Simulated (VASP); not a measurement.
# CrCoPt2 (P4/mmm) in VASP: further runs, part 2 of 2

VASP 6.6.1.

## Step 5: Summary

```csv
spin,fixed moment (μB),pressure (GPa),moment (μB)
off,-,-20.5,-
"collinear, zero start",0.0,-20.5,0.00
"collinear, ferrimagnetic start",0.23,-20.4,0.23
```

Alike in all rows: task single point; level LDA; potentials or basis VASP PAW LDA potentials, release 64 (Cr_pv, Co, Pt); cell as given; k mesh 8 × 8 × 8; cutoff (eV) 520; smearing fermi-dirac 0.05 eV.

Caveats: the cell stands under tension; the total moment is fixed, so each spin has its own Fermi level (at least some runs).

Absolute energies hang on the potentials; compare differences alone.
